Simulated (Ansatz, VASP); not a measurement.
**CaF2 in VASP and in Ansatz**

```
Ca F
1.0
     3.83306    0.00000    0.00000
     0.00000    9.38904    0.00000
     0.00000    0.00000   24.95858
Ca F
10 20
Direct
  0.50000 0.65560 0.31095
  0.00000 0.32927 0.34764
  0.50000 0.99897 0.37849
  0.00000 0.66830 0.43642
  0.50000 0.32961 0.48087
  0.00000 0.00372 0.51913
  0.50000 0.66503 0.56358
  0.00000 0.33436 0.62151
  0.50000 0.00406 0.65236
  0.00000 0.67773 0.68905
  0.50000 0.41587 0.30052
  0.50000 0.87521 0.29975
  0.00000 0.09665 0.34266
  0.00000 0.58769 0.34241
  0.50000 0.73672 0.39352
  0.50000 0.25314 0.39090
  0.00000 0.42130 0.43274
  0.00000 0.91599 0.42841
  0.50000 0.08093 0.47719
  0.50000 0.57822 0.48001
  0.00000 0.75511 0.51999
  0.00000 0.25240 0.52281
  0.50000 0.41734 0.57159
  0.50000 0.91204 0.56726
  0.00000 0.08020 0.60910
  0.00000 0.59661 0.60648
  0.50000 0.74564 0.65759
  0.50000 0.23668 0.65734
  0.00000 0.45813 0.70025
  0.00000 0.91746 0.69948
```

Alike in both runs: functional PBEsol; k mesh 7 × 3 × 1; occupations gaussian, width 0.05 eV; no spin polarisation.

Ansatz relaxed the structure, and its values are those at the end. VASP's run is a single point on that final structure, the one shown.

|  | VASP | Ansatz |
| --- | --- | --- |
| version | VASP 6.6.1 | Ansatz 0.2.0 |
| potentials or method | VASP PAW PBE potentials, release 64 (Ca_sv, F), cutoff 520 eV | scalar-relativistic, plane waves, PAW |
| valence electrons in the cell | 240 | 240 |

Ansatz gave:

```
gap on the k mesh at the Fermi level (eV) : 5.81
least direct gap on the mesh (eV)         : 5.81
rms of the force components (eV/Å)        : 0.001
```

Estimate VASP's values.

gap on the k mesh at the Fermi level (eV): 5.79; least direct gap on the mesh (eV): 5.80; rms of the force components (eV/Å): 0.023.

VASP's potentials were made for PBE, not for PBEsol. Ansatz's warnings: xc potential rough in thin density.
